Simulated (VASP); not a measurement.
# Zn in VASP: further runs

The runs below take Zn through single point, with PBEsol.

All numbers are computed with VASP 6.6.1; they aren't measurements. Logs are shortened: lines on timing, memory, paths and dates and some standing lists are left out, and cuts for length are marked.

## 1. The cell of the first run

The cell holds a slab with vacuum, 2 atoms: a = 2.590 Å, b = 4.916 Å, c = 16.748 Å, α = 90.00°, β = 90.00°, γ = 90.00°.

## 2. Single point, PBEsol

File INCAR:

```
PREC = Accurate
ENCUT = 520
EDIFF = 1E-6
ISMEAR = -1
SIGMA = 0.05
LREAL = F
LASPH = T
NELM = 80
ALGO = Normal
ISIF = 2
LWAVE = F
LCHARG = F
LDIPOL = T
IDIPOL = 3
DIPOL = 0.5 0.5 0.500
GGA = PS
NBANDS = 19
```

File KPOINTS:

```
regular mesh
0
Gamma
  16 8 1
```

File POSCAR:

```
Zn
1.0
    2.5897394499      0.0000000000      0.0000000000
    0.0000000000      4.9158390205      0.0000000000
    0.0000000000      0.0000000000     16.7476000000
Zn
2
Direct
    0.7500000000      0.7500000000      0.4776805817
    0.2500000000      0.2500000000      0.5223194183
```

Potentials or basis: VASP PAW PBE potentials, release 64 (Zn).

Run with:

```console
cat potpaw_PBE.64/Zn/POTCAR > POTCAR
mpirun -np 1 vasp_std > vasp.out
```

OUTCAR:

```text
PREC = Accurate
   ENCUT = 520
   EDIFF = 1E-6
   ISMEAR = -1
   LREAL = F
   LASPH = T
   NELM = 80
   ISIF = 2
   GGA = PS

 ion  position               nearest neighbor table
   1  0.750  0.750  0.478-   2 2.88   2 2.88   2 2.88   2 2.88
   2  0.250  0.250  0.522-   1 2.88   1 2.88   1 2.88   1 2.88

  LATTYP: Found a simple orthorhombic cell.
 ALAT       =     2.5897394499
 B/A-ratio  =     1.8981982997
 C/A-ratio  =     6.4669053872

  Lattice vectors:

 A1 = (   2.5897394499,   0.0000000000,   0.0000000000)
 A2 = (   0.0000000000,   4.9158390205,   0.0000000000)
 A3 = (   0.0000000000,   0.0000000000,  16.7476000000)

Analysis of symmetry for initial positions (statically):
=====================================================================
 Subroutine PRICEL returns:
 Original cell was already a primitive cell.

 Routine SETGRP: Setting up the symmetry group for a
 simple orthorhombic supercell.

 Subroutine GETGRP returns: Found  8 space group operations
 (whereof  2 operations were pure point group operations)
 out of a pool of  8 trial point group operations.

The static configuration has the point symmetry S_2 .
 The point group associated with its full space group is D_2h.

Analysis of symmetry for dynamics (positions and initial velocities):
=====================================================================
 Subroutine PRICEL returns:
 Original cell was already a primitive cell.

 Routine SETGRP: Setting up the symmetry group for a
 simple orthorhombic supercell.

 Subroutine GETGRP returns: Found  8 space group operations
 (whereof  2 operations were pure point group operations)
 out of a pool of  8 trial point group operations.

The dynamic configuration has the point symmetry S_2 .
 The point group associated with its full space group is D_2h.

 Subroutine INISYM returns: Found  8 space group operations
 (whereof  2 operations are pure point group operations),
 and found     1 'primitive' translations

----------------------------------------------------------------------------------------

                                     Primitive cell

  volume of cell :     213.2094

  direct lattice vectors                    reciprocal lattice vectors
     2.589739450  0.000000000  0.000000000     0.386139231  0.000000000  0.000000000
     0.000000000  4.915839020  0.000000000     0.000000000  0.203424074  0.000000000
     0.000000000  0.000000000 16.747600000     0.000000000  0.000000000  0.059710048

  length of vectors
     2.589739450  4.915839020 16.747600000     0.386139231  0.203424074  0.059710048

  position of ions in fractional coordinates (direct lattice)
     0.750000000  0.750000000  0.477680582
     0.250000000  0.250000000  0.522319418

  ion indices of the primitive-cell ions
   primitive index   ion index
                 1           1
                 2           2

----------------------------------------------------------------------------------------

 KPOINTS: regular mesh

Automatic generation of k-mesh.
 Grid dimensions read from file:
 generate k-points for:   16    8    1

 Generating k-lattice:

  Cartesian coordinates                     Fractional coordinates (reciprocal lattice)
     0.024133702  0.000000000  0.000000000     0.062500000  0.000000000  0.000000000
     0.000000000  0.025428009  0.000000000     0.000000000  0.125000000  0.000000000
     0.000000000  0.000000000  0.059710048     0.000000000  0.000000000  1.000000000

  Length of vectors
     0.024133702  0.025428009  0.059710048

  Shift w.r.t. Gamma in fractional coordinates (k-lattice)
     0.000000000  0.000000000  0.000000000

 Subroutine IBZKPT returns following result:
 ===========================================

 Found     45 irreducible k-points:

 Following reciprocal coordinates:
            Coordinates               Weight
  0.000000  0.000000  0.000000      1.000000
  0.062500  0.000000  0.000000      2.000000
  0.125000  0.000000  0.000000      2.000000
  0.187500  0.000000  0.000000      2.000000
  0.250000  0.000000  0.000000      2.000000
  0.312500  0.000000  0.000000      2.000000
[... 16 lines left out ...]
  0.250000  0.250000  0.000000      4.000000
  0.312500  0.250000  0.000000      4.000000
 [... further k-points ...]
   k-points           NKPTS =     45   k-points in BZ     NKDIM =     45   number of bands    NBANDS=     19
   number of dos      NEDOS =    301   number of ions     NIONS =      2
   total plane-waves  NPLWV = 100800
   dimension x,y,z NGX =    20 NGY =   40 NGZ =  126
   dimension x,y,z NGXF=    40 NGYF=   80 NGZF=  252
   ions per type =               2
   NGX,Y,Z   is equivalent  to a cutoff of  12.84, 13.53, 12.51 a.u.
   NGXF,Y,Z  is equivalent  to a cutoff of  25.68, 27.05, 25.01 a.u.
 SYSTEM =  unknown system
   PREC   = accura    normal or accurate (medium, high low for compatibility)
   ISTART =      0    job   : 0-new  1-cont  2-samecut
   ICHARG =      2    charge: 1-file 2-atom 10-const
   ISPIN  =      1    spin polarized calculation?
   LNONCOLLINEAR =      F non collinear calculations
   LSORBIT =      F    spin-orbit coupling
   LASPH  =      T    aspherical Exc in radial PAW
   ENCUT  =  520.0 eV  38.22 Ry    6.18 a.u.   4.82  9.14 31.14*2*pi/ulx,y,z
   NELM   =     80;   NELMIN=  2; NELMDL= -5     # of ELM steps
   EDIFF  = 0.1E-05   stopping-criterion for ELM
   LREAL  =      F    real-space projection
   EDIFFG = 0.1E-04   stopping-criterion for IOM
   NSW    =      0    number of steps for IOM
   IBRION =     -1    ionic relax: 0-MD 1-quasi-New 2-CG
   NFREE  =      0    steps in history (QN), initial steepest desc. (CG)
   ISIF   =      2    stress and relaxation
   ISYM   =      2    0-nonsym 1-usesym 2-fastsym
   POTIM  = 0.5000    time-step for ionic-motion
   TEBEG  =    0.0;   TEEND  =   0.0 temperature during run
   PSTRESS=    0.0 pullay stress
   NELECT =      24.0000    total number of electrons
   NUPDOWN=      -1.0000    fix difference up-down
   EMIN   =  10.00;   EMAX   =-10.00  energy-range for DOS
   EFERMI =   0.00;   METHOD = LEGACY
   ISMEAR =    -1;   SIGMA  =   0.05  broadening in eV -4-tet -1-fermi 0-gaus
   EFERMI_NEDOS =   21; number of points for ismear=-14 and -15
   IALGO  =     38    algorithm
   IMIX   =      4    mixing-type and parameters
     AMIX     =   0.40;   BMIX     =  1.00
     AMIX_MAG =   1.60;   BMIX_MAG =  1.00
  volume/ion in A,a.u.               =     106.60       719.40
  Fermi-wavevector in a.u.,A,eV,Ry     =   0.790454  1.493741  8.501154  0.624817
  Thomas-Fermi vector in A             =   1.895798
   LORBIT       =      0    0 simple, 1 ext, 2 COOP (PROOUT), +10 PAW based schemes
   GGA     = PS    functional components
   LHFCALC =     F    Hartree Fock is set to
   AEXX    =    0.0000 exact exchange contribution
   IVDW    =     0    specifies the selected vdW correction
   LEPSILON=     F    determine dielectric tensor
   LRPA    =     F    only Hartree local field effects (RPA)
 non-spin polarized calculation
  energy-cutoff  :      520.00
  volume of cell :      213.21
 maximum number of plane-waves:      5784
 NGX is ok and might be reduce to    20
   NGX =  9   NGY = 19   NGZ = 63

 dipolmoment           0.000000      0.000000      0.000000 electrons x Angstroem

 number of electron      23.9999976 magnetization

 dipolmoment           0.000000      0.000000     -0.000000 electrons x Angstroem

 Free energy of the ion-electron system (eV)
  ---------------------------------------------------
  ext. energy  EPLUGINS =         0.00000000
  ---------------------------------------------------
  free energy    TOTEN  =        -1.85433336 eV

  energy without entropy =       -1.84400616  energy(sigma->0) =       -1.84916976

 E-fermi :  -3.0678     XC(G=0):  -2.7257

 val. band max:       -3.0793265907   @ k =   0.5000   0.5000   0.0000
 cond. band min:      -3.0676624599   @ k =   0.3125   0.1250   0.0000
 fundamental gap:      0.0116641308
 Fermi energy:        -3.0677642968

 k-point     1 :       0.0000    0.0000    0.0000
  band No.  band energies     occupation
      1     -10.8924      2.00000
      2     -10.7337      2.00000
      3     -10.2220      2.00000
      4     -10.1080      2.00000
      5      -9.9798      2.00000
      6      -9.9682      2.00000
[... 11 lines left out ...]
     18       2.1366      0.00000
     19       3.4567      0.00000

 k-point     2 :       0.0625    0.0000    0.0000
  band No.  band energies     occupation
      1     -10.8214      2.00000
      2     -10.6915      2.00000
      3     -10.2103      2.00000
      4     -10.1088      2.00000
      5      -9.9805      2.00000
      6      -9.9730      2.00000
[... 11 lines left out ...]
     18       2.2277      0.00000
     19       3.5449      0.00000

 k-point     3 :       0.1250    0.0000    0.0000
  band No.  band energies     occupation
      1     -10.6292      2.00000
      2     -10.5716      2.00000
      3     -10.1749      2.00000
      4     -10.1155      2.00000
      5      -9.9914      2.00000
      6      -9.9868      2.00000
[... 11 lines left out ...]
     18       2.4998      0.00000
     19       3.8090      0.00000

 k-point     4 :       0.1875    0.0000    0.0000
  band No.  band energies     occupation
      1     -10.3961      2.00000
      2     -10.3944      2.00000
      3     -10.1403      2.00000
      4     -10.1057      2.00000
      5     -10.0358      2.00000
      6     -10.0135      2.00000
[... 407 lines left out ...]
     18       2.5916      0.00000
     19       4.4048      0.00000

 k-point    23 :       0.2500    0.2500    0.0000
  band No.  band energies     occupation
      1     -10.2786      2.00000
      2     -10.2447      2.00000
      3     -10.1581      2.00000
      4     -10.1307      2.00000
      5     -10.0085      2.00000
      6      -9.9985      2.00000
[... 11 lines left out ...]
     18       3.1941      0.00000
     19       3.7833      0.00000

 k-point    24 :       0.3125    0.2500    0.0000
  band No.  band energies     occupation
      1     -10.3281      2.00000
      2     -10.3087      2.00000
      3     -10.1419      2.00000
      4     -10.1067      2.00000
      5     -10.0677      2.00000
      6      -9.9627      2.00000
[... 11 lines left out ...]
     18       3.7732      0.00000
     19       3.9561      0.00000

 [... further k-points ...]

------------------------ aborting loop because EDIFF is reached ----------------------------------------

 vacuum level on the upper side and lower side of the slab       (xc-potential included)        -0.096        -0.096

  FORCE on cell =-STRESS in cart. coord.  units (eV):
  Direction    XX          YY          ZZ          XY          YZ          ZX
  --------------------------------------------------------------------------------------
  -------------------------------------------------------------------------------------
  Total       -2.5817484     -2.7852560     -0.3065705      0.0000000      0.0000000      0.0000000
  in kB      -19.4007356    -20.9300082     -2.3037464      0.0000000      0.0000000      0.0000000
  external PRESSURE =     -14.2114967 kB  Pullay stress =       0.0000000 kB

 VOLUME and BASIS-vectors are now :
 -----------------------------------------------------------------------------
  energy-cutoff  :      520.00
  volume of cell :      213.21
      direct lattice vectors                 reciprocal lattice vectors
     2.589739450  0.000000000  0.000000000     0.386139231  0.000000000  0.000000000
     0.000000000  4.915839020  0.000000000     0.000000000  0.203424074  0.000000000
     0.000000000  0.000000000 16.747600000     0.000000000  0.000000000  0.059710048

 POSITION                                       TOTAL-FORCE (eV/Angst)
 -----------------------------------------------------------------------------------
      1.94230      3.68688      8.00000         0.000000     -0.000000      0.406583
      0.64743      1.22896      8.74760         0.000000      0.000000     -0.406583
 -----------------------------------------------------------------------------------
    total drift:                               -0.000000      0.000000     -0.000000

  FREE ENERGIE OF THE ION-ELECTRON SYSTEM (eV)
  ---------------------------------------------------
  free  energy   TOTEN  =        -1.8543333595 eV

  energy  without entropy=       -1.8440061572  energy(sigma->0) =       -1.84916976

 vacuum level on the upper side and lower side of the slab         0.963         0.963
```

Wall time 3.4 min (1 thread of Intel Xeon 6975P-C, shared host); peak memory 0.39 GiB.

Results:

```yaml
Free_energy: -1.8543 eV
Largest_force: 0.407 eV/Å
Band_gap_on_the_k_mesh: zero (band 12 reaches -1.71 eV, above the bottom of band 13 at -3.69 eV)
```

Forces in eV/Å, atoms in the order of the input:
```
Zn   0.000  0.000  0.407
Zn   0.000  0.000 -0.407
```

Caveat: the PAW data sets were made with another functional, which shifts forces and pressure a little.

## 3. Single point, PBEsol

File INCAR:

```
SYSTEM = Zn
  ALGO = Normal
  DIPOL = 0.5 0.5 0.500
  EDIFF = 1E-6
  ENCUT = 520
  GGA = PS
  IDIPOL = 3
  ISIF = 2
  ISMEAR = -1
  LASPH = .True.
  LCHARG = .False.
  LDIPOL = .True.
  LREAL = .False.
  LWAVE = .False.
  NBANDS = 19
  NELM = 60
  PREC = Accurate
  SIGMA = 0.05
```

File KPOINTS:

```
k-points
0
Gamma
  16 8 1
  0 0 0
```

POSCAR is that of step 2.

Potentials or basis: VASP PAW PBE potentials, release 64 (Zn).

Run with:

```console
cat potpaw_PBE.64/Zn/POTCAR > POTCAR
mpirun -np 1 vasp_std > vasp.out
```

Wall time 4 min (1 thread of Intel Xeon 6975P-C, shared host); peak memory 0.39 GiB.

Results (log left out):

- Free energy: -1.8543 eV
- Largest force: 0.407 eV/Å
- Band gap on the k mesh: zero (band 12 reaches -1.71 eV, above the bottom of band 13 at -3.69 eV)

Forces on the atoms (eV/Å):
```
Zn   0.000  0.000  0.407
Zn   0.000  0.000 -0.407
```

Levels at points of the mesh, in eV from the Fermi level:
```csv
k point,band 8,band 9,band 10,band 11,band 12,band 13,band 14,band 15,band 16,band 17
"(0.00, 0.00, 0.00)",-6.65,-6.63,-6.45,-6.32,-1.57,-0.45,0.91,2.84,4.17,4.23
"(0.50, 0.00, 0.00)",-6.76,-6.53,-6.53,-0.95,-0.95,3.98,3.98,5.95,5.95,6.22
"(0.00, 0.50, 0.00)",-6.68,-6.57,-6.57,-5.11,-5.11,0.75,0.75,4.81,4.81,5.73
"(0.50, 0.50, 0.00)",-6.79,-6.40,-6.40,-0.01,-0.01,1.34,1.34,5.96,5.96,7.38
```

Caveat: the PAW data sets were made with another functional, which shifts forces and pressure a little.
